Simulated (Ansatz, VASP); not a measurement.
## AlGa3N4 in VASP and in Ansatz

```
CELL_PARAMETERS angstrom
4.33822 0.05157 0.05157
0.05157 4.33822 0.05157
0.05157 0.05157 4.33822
ATOMIC_POSITIONS crystal
Al 0.00000 0.00000 0.00000
Ga 0.50000 0.50000 0.00000
Ga 0.50000 0.00000 0.50000
Ga 0.00000 0.50000 0.50000
N 0.75481 0.75481 0.24519
N 0.75481 0.24519 0.75481
N 0.24519 0.75481 0.75481
N 0.24519 0.24519 0.24519
```

Change from the starting cell: equal engineering shear yz, xz and xy +0.0233, equal normal strain along x, y and z -0.0200.

Alike in both runs: task single point; functional LDA; k mesh 6 × 6 × 6; occupations gaussian, width 0.05 eV; no spin polarisation.

|  | VASP | Ansatz |
| --- | --- | --- |
| version | VASP 6.6.1 | Ansatz 0.2.0 |
| potentials or method | VASP PAW LDA potentials, release 64 (Al, Ga_d, N), cutoff 520 eV | scalar-relativistic, plane waves, PAW |
| valence electrons in the cell | 62 | 62 |

|  | VASP | Ansatz | Ansatz less VASP |
| --- | --- | --- | --- |
| gap on the k mesh at the Fermi level (eV) | 2.91 | 2.90 | -0.007 |
| least direct gap on the mesh (eV) | 2.91 | 2.90 | -0.007 |
| pressure (GPa) | 16.0 | 14.6 | -1.34 |
| traceless stress, the component that is largest in VASP (GPa) | -5.93 | -5.84 | +0.093 |
| rms of the force components (eV/Å) | 0.283 | 0.271 | -0.0113 |

Ansatz warns that its potentials were made for another functional, while VASP's fit it. LDA's correlation is that of Perdew and Zunger in VASP and of Perdew and Wang (1992) in Ansatz. Atom by atom the forces differ by 0.017 eV/Å (rms over components).
